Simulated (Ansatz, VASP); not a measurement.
## PbSe: VASP beside Ansatz

The input INCAR:

```
SYSTEM = PbSe
PREC = Accurate
ENCUT = 520
EDIFF = 1E-6
ISMEAR = -1
SIGMA = 0.05
LREAL = .False.
LASPH = .True.
NELM = 60
ALGO = Normal
ISIF = 2
LWAVE = .False.
LCHARG = .False.
GGA = CA
NBANDS = 17
```

The input KPOINTS:

```
regular mesh
0
Gamma
  7 7 7
  0 0 0
```

The input POSCAR:

```
PbSe
1.0
    3.8585432354      0.0000000000      0.0000000000
    0.0000000000      3.8585432354      0.0000000000
    0.0000000000      0.0000000000      3.8585432354
Pb Se
1 1
Direct
    0.0000000000      0.0000000000      0.0000000000
    0.5000000000      0.5000000000      0.5000000000
```

File input.yaml:

```yaml
crystal:
  lattice:
    - [3.8585432354, 0.0, 0.0]
    - [0.0, 3.8585432354, 0.0]
    - [0.0, 0.0, 3.8585432354]
  atoms:
    - { symbol: Pb, position: [0.0, 0.0, 0.0] }
    - { symbol: Se, position: [0.5, 0.5, 0.5] }
kpoints:
  mp_grid: { grid: [7, 7, 7] }
scf:
  occupations: { method: fermi_dirac, width: 0.05 }
hamiltonian:
  xc: lda
  pseudopotentials: { kind: all_electron, lapw: { basis_error: 0.001 } }
output:
  forces: true
  stress: true
  eigenvalues: true
```

Change from the starting cell: volume scaled by 1.06.

Alike in both runs: task single point; functional LDA; k mesh 7 × 7 × 7; occupations fermi-dirac, width 0.05 eV; no spin polarisation.

```csv
,VASP,Ansatz
version,VASP 6.6.1,Ansatz 0.2.0
potentials or method,"VASP PAW LDA potentials, release 64 (Pb_d, Se), cutoff 520 eV","all-electron LAPW, scalar-relativistic"
```

|  | VASP | Ansatz | Ansatz less VASP |
| --- | --- | --- | --- |
| gap on the k mesh at the Fermi level (eV) | none | none | - |
| pressure (GPa) | -6.8 | -6.8 | -0.03 |

LDA's correlation is that of Perdew and Zunger in VASP and of Perdew and Wang (1992) in Ansatz. A gap of «none» marks a metal or a gap that the smearing closes. Ansatz ran all-electron here, and VASP with PAW potentials.

Neither program's run includes spin-orbit coupling.
